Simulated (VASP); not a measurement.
# Al3BAs2 (P-3m1) in VASP: notebook

Al3BAs2 is run at these levels: PBE; tasks: relaxation of cell and atoms, single point.

Everything below comes from runs of VASP 6.6.1. Logs are shortened: lines on timing, memory, paths and dates and some standing lists are left out, and cuts for length are marked.

## 1. The cell of the first run

The structure is trigonal, space group P-3m1 (No. 164). Conventional cell: a = 4.376 Å, b = 4.376 Å, c = 7.022 Å, α = 90.00°, β = 90.00°, γ = 120.00°. Al (site symmetry 3m) has 4 As at 2.62 to 2.74 Å and 6 Al at 2.73 to 3.25 Å and 3 B at 3.54 Å within 3.6 Å. Within 3.6 Å of Al (site symmetry -3m) lie 6 Al at 2.73 Å and 6 As at 3.05 Å and 2 B at 3.51 Å. Within 4.1 Å of B (site symmetry -3m) lie 6 As at 3.10 Å and 8 Al at 3.51 to 3.54 Å. Within 3.5 Å of As (site symmetry 3m) lie 7 Al at 2.62 to 3.05 Å and 3 B at 3.10 Å.

The cell was generated, and may not be a known phase.

## 2. Relaxation of cell and atoms, PBE

INCAR reads:

```
PREC = Accurate
ENCUT = 600
EDIFF = 1E-7
ISMEAR = 0
SIGMA = 0.1
LREAL = F
LASPH = T
NELM = 80
ALGO = Normal
ISIF = 3
LWAVE = F
LCHARG = F
GGA = PE
IBRION = 2
NSW = 90
EDIFFG = -0.04
```

KPOINTS reads:

```
Automatic mesh
0
Gamma
  6 6 4
```

POSCAR reads:

```
Al3BAs2
1.0
    4.3762684900      0.0000000000      0.0000000000
   -2.1881342400      3.7899596800      0.0000000000
    0.0000000000      0.0000000000      7.0220412900
Al B As
3 1 2
Direct
    0.3333333300      0.6666666700      0.6460000300
    0.6666666700      0.3333333300      0.3539999700
    0.0000000000      0.0000000000      0.5000000000
    0.0000000000      0.0000000000      0.0000000000
    0.3333333300      0.6666666700      0.2557500000
    0.6666666700      0.3333333300      0.7442500000
```

Potentials or basis: VASP PAW PBE potentials, release 64 (Al, B, As).

On the command line:

```
$ cat potpaw_PBE.64/Al/POTCAR potpaw_PBE.64/B/POTCAR potpaw_PBE.64/As/POTCAR > POTCAR
$ mpirun -np 1 vasp_std > vasp.out
```

OUTCAR:

```text
PREC = Accurate
   ENCUT = 600
   EDIFF = 1E-7
   ISMEAR = 0
   LREAL = F
   LASPH = T
   NELM = 80
   ISIF = 3
   GGA = PE
   IBRION = 2
   NSW = 90
   EDIFFG = -0.04

 ion  position               nearest neighbor table
   1  0.333  0.667  0.646-   6 2.62   6 2.62   6 2.62   3 2.73   3 2.73   3 2.73   5 2.74   2 3.25
                             2 3.25   2 3.25
   2  0.667  0.333  0.354-   5 2.62   5 2.62   5 2.62   3 2.73   3 2.73   3 2.73   6 2.74   1 3.25
                             1 3.25   1 3.25
   3  0.000  0.000  0.500-   1 2.73   2 2.73   1 2.73   2 2.73   2 2.73   1 2.73   5 3.05   6 3.05
                             6 3.05   5 3.05   6 3.05   5 3.05
   4  0.000  0.000  0.000-
   5  0.333  0.667  0.256-   2 2.62   2 2.62   2 2.62   1 2.74   3 3.05   3 3.05   3 3.05
   6  0.667  0.333  0.744-   1 2.62   1 2.62   1 2.62   2 2.74   3 3.05   3 3.05   3 3.05

  LATTYP: Found a hexagonal cell.
 ALAT       =     4.3762684900
 C/A-ratio  =     1.6045727784

  Lattice vectors:

 A1 = (   4.3762684900,   0.0000000000,   0.0000000000)
 A2 = (  -2.1881342400,   3.7899596800,   0.0000000000)
 A3 = (   0.0000000000,   0.0000000000,   7.0220412900)

Analysis of symmetry for initial positions (statically):
=====================================================================
 Subroutine PRICEL returns:
 Original cell was already a primitive cell.

 Routine SETGRP: Setting up the symmetry group for a
 hexagonal supercell.

 Subroutine GETGRP returns: Found 12 space group operations
 (whereof 12 operations were pure point group operations)
 out of a pool of 24 trial point group operations.

The static configuration has the point symmetry D_3d.

Analysis of symmetry for dynamics (positions and initial velocities):
=====================================================================
 Subroutine PRICEL returns:
 Original cell was already a primitive cell.

 Routine SETGRP: Setting up the symmetry group for a
 hexagonal supercell.

 Subroutine GETGRP returns: Found 12 space group operations
 (whereof 12 operations were pure point group operations)
 out of a pool of 24 trial point group operations.

The dynamic configuration has the point symmetry D_3d.

 Subroutine INISYM returns: Found 12 space group operations
 (whereof 12 operations are pure point group operations),
 and found     1 'primitive' translations

----------------------------------------------------------------------------------------

                                     Primitive cell

  volume of cell :     116.4667

  direct lattice vectors                    reciprocal lattice vectors
[... 133 lines left out ...]

--------------------------------------- Ionic step        1  -------------------------------------------

 number of electron      21.9999999 magnetization

 Free energy of the ion-electron system (eV)
  ---------------------------------------------------
  ext. energy  EPLUGINS =         0.00000000
  ---------------------------------------------------
  free energy    TOTEN  =       -22.41898427 eV

  energy without entropy =      -22.40235915  energy(sigma->0) =      -22.41067171

------------------------ aborting loop because EDIFF is reached ----------------------------------------

  FORCE on cell =-STRESS in cart. coord.  units (eV):
  Direction    XX          YY          ZZ          XY          YZ          ZX
  --------------------------------------------------------------------------------------
  -------------------------------------------------------------------------------------
  Total        1.9114999      1.9114999     -2.6316388      0.0000000      0.0000000      0.0000000
  in kB       26.2955906     26.2955905    -36.2021971      0.0000000      0.0000000      0.0000000
  external PRESSURE =       5.4629947 kB  Pullay stress =       0.0000000 kB
[... 101 lines left out ...]
  FREE ENERGIE OF THE ION-ELECTRON SYSTEM (eV)
  ---------------------------------------------------
  free  energy   TOTEN  =       -22.7607532727 eV

  energy  without entropy=      -22.7406339614  energy(sigma->0) =      -22.75069362

 E-fermi :   5.3927     XC(G=0):  -9.7529

 val. band max:        5.3579218519   @ k =   0.0000   0.1667   0.2500
 cond. band min:       5.4512073934   @ k =   0.1667   0.0000   0.5000
 fundamental gap:      0.0932855415
 Fermi energy:         5.3926654732

 k-point     1 :       0.0000    0.0000    0.0000
  band No.  band energies     occupation
      1      -7.2232      2.00000
      2      -5.2293      2.00000
      3      -1.2809      2.00000
      4       0.6804      2.00000
      5       1.9987      2.00000
      6       2.1719      2.00000
      7       2.1719      2.00000
      8       2.9048      2.00000
      9       2.9048      2.00000
     10       4.5118      2.00000
     11       5.3087      1.76491
     12       5.3087      1.76491
     13       5.3134      1.73747
     14       6.2573      0.00000
[... 401 lines left out ...]
      2      -5.6576      2.00000
      3      -1.3868      2.00000
      4      -1.2837      2.00000
      5      -1.2613      2.00000
      6      -1.2613      2.00000
      7       4.0992      2.00000
      8       4.0992      2.00000
      9       4.3208      2.00000
     10       5.2660      1.92679
     11       5.2660      1.92679
     12       5.6295      0.00081
     13       6.0228      0.00000
     14       6.8372      0.00000
     15       6.8372      0.00000

[... ionic steps 4 to 39 ...]

--------------------------------------- Ionic step       40  -------------------------------------------

 number of electron      22.0000001 magnetization

------------------------ aborting loop because EDIFF is reached ----------------------------------------
[... 75 lines left out ...]
--------------------------------------- Ionic step       42  -------------------------------------------

 number of electron      22.0000002 magnetization

 Free energy of the ion-electron system (eV)
  ---------------------------------------------------
  ext. energy  EPLUGINS =         0.00000000
  ---------------------------------------------------
  free energy    TOTEN  =       -24.17153436 eV

  energy without entropy =      -24.15510458  energy(sigma->0) =      -24.16331947

 E-fermi :   7.1866     XC(G=0): -10.4492

 val. band max:        7.1852067013   @ k =   0.1667   0.0000   0.5000
 cond. band min:       7.2009263099   @ k =  -0.1667   0.5000   0.2500
 fundamental gap:      0.0157196086
 Fermi energy:         7.1866209572

 k-point     1 :       0.0000    0.0000    0.0000
  band No.  band energies     occupation
      1      -6.5772      2.00000
      2      -3.4091      2.00000
      3       0.1897      2.00000
      4       2.0347      2.00000
      5       2.8620      2.00000
      6       2.9717      2.00000
      7       2.9717      2.00000
      8       3.7636      2.00000
      9       3.7636      2.00000
     10       5.5755      2.00000
     11       7.2693      0.24246
     12       7.2693      0.24245
     13       7.6270      0.00000
     14       7.9277      0.00000
[... 446 lines left out ...]
  FREE ENERGIE OF THE ION-ELECTRON SYSTEM (eV)
  ---------------------------------------------------
  free  energy   TOTEN  =       -24.1715343600 eV

  energy  without entropy=      -24.1551045775  energy(sigma->0) =      -24.16331947

 reached required accuracy - stopping structural energy minimisation
```

CONTCAR:

```text
Al3BAs2
   1.00000000000000
     4.7123262101978485    0.0000000002872763   -0.0000000000000001
    -2.3561630994661824    4.0809942016063454   -0.0000000000000001
    -0.0000000000000000   -0.0000000000000000    5.0793073730010416
  Al              B               As
     3     1     2
Direct
     0.3333333300000021    0.6666666699999979    0.7818801489271605
     0.6666666699999979    0.3333333300000021    0.2181198510728395
     0.0000000000000000    0.0000000000000000    0.5000000000000000
     0.0000000000000000    0.0000000000000000    0.0000000000000000
     0.3333333300000021    0.6666666699999979    0.2700517135586215
     0.6666666699999979    0.3333333300000021    0.7299482864413784

  0.00000000E+00  0.00000000E+00  0.00000000E+00
  0.00000000E+00  0.00000000E+00  0.00000000E+00
  0.00000000E+00  0.00000000E+00  0.00000000E+00
  0.00000000E+00  0.00000000E+00  0.00000000E+00
  0.00000000E+00  0.00000000E+00  0.00000000E+00
  0.00000000E+00  0.00000000E+00  0.00000000E+00
```

Run time: 31 min. Hardware: 1 thread of Intel Xeon 8259CL, shared host; peak memory 0.31 GiB.

Results:

| Quantity | Value |
| --- | --- |
| Free energy | -24.1715 eV |
| Relaxed volume | 16.28 Å³/atom |
| Relaxed cell | a = 4.712 Å, b = 4.712 Å, c = 5.079 Å, α = 90.00°, β = 90.00°, γ = 120.00° |
| Space group after relaxing (to 0.1 Å) | P-3m1 (No. 164) |
| Energy gained by relaxing | 292.1 meV/atom |
| Ionic steps | 42 |
| Pressure after relaxing | 0.1 GPa |
| Largest force after relaxing | 0.027 eV/Å |
| Band gap on the k mesh | zero (bands 11 and 12 overlap by 2.74 eV) |

Forces in eV/Å, atoms in the order of the input:
```
Al   0.000  0.000 -0.027
Al   0.000  0.000  0.027
Al   0.000  0.000  0.000
B    0.000  0.000  0.000
As   0.000  0.000 -0.007
As   0.000  0.000  0.007
```

Step by step:
```tsv
step	energy change (eV)	largest force (eV/Å)	pressure (GPa)	volume (Å³)
1	0.0000	0.4979	0.55	116.47
3	-0.3418	0.4135	-4.78	119.91
5	-0.3692	0.5752	-7.44	121.55
7	-0.4361	0.5529	-5.91	119.52
9	-0.9209	1.1160	-4.44	108.45
11	-0.9207	1.6036	-2.96	106.42
13	-1.1074	0.5381	3.99	97.66
15	-1.2684	1.0280	1.33	99.58
17	-1.3754	0.4599	-1.58	101.92
19	-1.3976	0.4363	-1.34	101.36
21	-1.4682	0.5033	3.39	94.54
23	-1.4974	0.4645	2.13	95.97
25	-1.6580	0.3262	0.69	97.10
27	-1.7129	0.3565	-0.74	98.26
29	-1.7437	0.0079	0.30	96.96
31	-1.7451	0.0356	-0.26	97.68
33	-1.7481	0.0938	-0.03	97.60
35	-1.7483	0.1041	0.03	97.58
37	-1.7493	0.0715	0.07	97.67
39	-1.7501	0.0610	-0.03	97.82
41	-1.7520	0.0442	-0.18	97.97
42	-1.7526	0.0268	0.07	97.68
```

Final structure:
```yaml
crystal:
  lattice:
    - [4.71233, 0.00000, 0.00000]
    - [-2.35616, 4.08099, 0.00000]
    - [0.00000, 0.00000, 5.07931]
  atoms:
    - { symbol: Al, position: [0.33333, 0.66667, 0.78188] }
    - { symbol: Al, position: [0.66667, 0.33333, 0.21812] }
    - { symbol: Al, position: [0.00000, 0.00000, 0.50000] }
    - { symbol: B, position: [0.00000, 0.00000, 0.00000] }
    - { symbol: As, position: [0.33333, 0.66667, 0.27005] }
    - { symbol: As, position: [0.66667, 0.33333, 0.72995] }
```

Caveat: the volume moved by over 15 % at a fixed basis, so the end points are rough; the highest band is partly filled, so the run has too few bands.

## 3. Single point, PBE

This run uses another cell than the first one, of 15.97 Å³/atom.

INCAR reads:

```
ALGO     = Normal         # electronic algorithm
EDIFF    = 1E-6           # SCF threshold, eV
ENCUT    = 520            # plane-wave cutoff, eV
GGA      = PE             # functional
ISIF     = 2              # what is computed and relaxed
ISMEAR   = 0              # smearing method
LASPH    = T              # aspherical terms in the spheres
LCHARG   = T              # write CHGCAR
LELF     = T              # ELF
LREAL    = F              # projectors in reciprocal space
LVHAR    = T            
LWAVE    = F              # write WAVECAR
NBANDS   = 20             # bands
NELM     = 80             # most SCF steps
PREC     = Accurate       # precision mode
SIGMA    = 0.1            # smearing width, eV
```

KPOINTS reads:

```
k-points
0
Gamma
  12 12 8
```

POSCAR reads:

```
Al3BAs2
1.0
    3.5158810158      0.0000000000      0.0000000000
   -1.7579405079      3.0448422764      0.0000000000
    0.0000000000      0.0000000000      8.9522567602
Al B As
3 1 2
Direct
    0.3333333333      0.6666666667      0.8916774566
    0.6666666667      0.3333333333      0.1083225434
    0.0000000000      0.0000000000      0.5000000000
    0.0000000000      0.0000000000      0.0000000000
    0.3333333333      0.6666666667      0.3193141725
    0.6666666667      0.3333333333      0.6806858275
```

Potentials or basis: VASP PAW PBE potentials, release 64 (Al, B, As).

On the command line:

```
$ cat potpaw_PBE.64/Al/POTCAR potpaw_PBE.64/B/POTCAR potpaw_PBE.64/As/POTCAR > POTCAR
$ mpirun -np 1 vasp_std > vasp.out
```

It took 5.5 min on 1 thread of Intel Xeon 8259CL, shared host; peak memory 0.4 GiB.

It converged, with:

* Free energy: -26.9230 eV
* Pressure: 0.1 GPa
* Largest force: 0.011 eV/Å
* Band gap on the k mesh: zero (bands 11 and 12 overlap by 2.90 eV)

Forces on the atoms (eV/Å):
```
Al   0.000  0.000  0.011
Al   0.000  0.000 -0.011
Al   0.000  0.000  0.000
B    0.000  0.000  0.000
As   0.000  0.000 -0.010
As   0.000  0.000  0.010
```

Levels at points of the mesh, in eV from the Fermi level:
```tsv
k point	band 7	band 8	band 9	band 10	band 11	band 12	band 13	band 14	band 15	band 16
(0.00, 0.00, 0.00)	0.36	0.83	0.83	1.02	1.21	1.21	3.45	4.57	4.57	4.71
(0.50, 0.00, 0.00)	-2.46	-2.01	-1.93	-1.25	-0.83	-0.76	-0.33	2.21	2.38	3.41
(0.00, 0.00, 0.50)	0.35	0.35	0.98	0.98	1.05	1.05	4.25	4.25	4.49	4.91
(0.50, 0.00, 0.50)	-3.85	-3.21	-1.81	-1.39	0.15	0.28	0.94	0.99	3.15	3.94
```
